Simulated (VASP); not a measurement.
Write the native input for VASP 6.6.1 that does the following.

| Quantity | Value |
| --- | --- |
| Task | single point |
| Functional | PBEsol |
| Potentials or basis | VASP PAW PBE potentials, release 64 (Ir_sv_GW) |
| Cutoff | 560 eV |
| k mesh | 18 × 18 × 18 |
| Occupations | gaussian, width 0.1 eV |
| Spin | no spin polarisation |
| Dipole correction | no |
| Further INCAR settings | ALGO = Normal; EDIFF = 1e-06; NBANDS = 14 |

The structure of Ir lies in POSCAR:

```
Ir
1.0
    0.0000000000      1.9150345149      1.9150345149
    1.9150345149      0.0000000000      1.9150345149
    1.9150345149      1.9150345149      0.0000000000
Ir
1
Direct
    0.0000000000      0.0000000000      0.0000000000
```

One way to write it, as run:

INCAR

```
PREC     = Accurate       # precision mode
ENCUT    = 560            # plane-wave cutoff, eV
EDIFF    = 1E-6           # SCF threshold, eV
ISMEAR   = 0              # smearing method
SIGMA    = 0.1            # smearing width, eV
LREAL    = F              # projectors in reciprocal space
LASPH    = T              # aspherical terms in the spheres
NELM     = 120            # most SCF steps
ALGO     = Normal         # electronic algorithm
ISIF     = 2              # what is computed and relaxed
LWAVE    = F              # write WAVECAR
LCHARG   = F              # write CHGCAR
GGA      = PS             # functional
NBANDS   = 14             # bands
GGA_COMPAT= F
```

KPOINTS

```
Automatic mesh
0
Gamma
  18 18 18
```

Potentials or basis: VASP PAW PBE potentials, release 64 (Ir_sv_GW).

Run with:

```console
$ cat potpaw_PBE.64/Ir_sv_GW/POTCAR > POTCAR
$ mpirun -np 1 vasp_std > vasp.out
```

It gave:

* Pressure: -1.9 GPa
* Band gap on the k mesh: zero (an odd number of electrons rules out a gap without spin polarisation)

Caveat: the PAW data sets were made with another functional, which shifts forces and pressure a little; spin-orbit coupling is left out, which moves the levels of the heavy elements.

Run time: 2.1 min on 1 thread of AMD EPYC 7571 (shared host), peak memory 0.15 GiB.
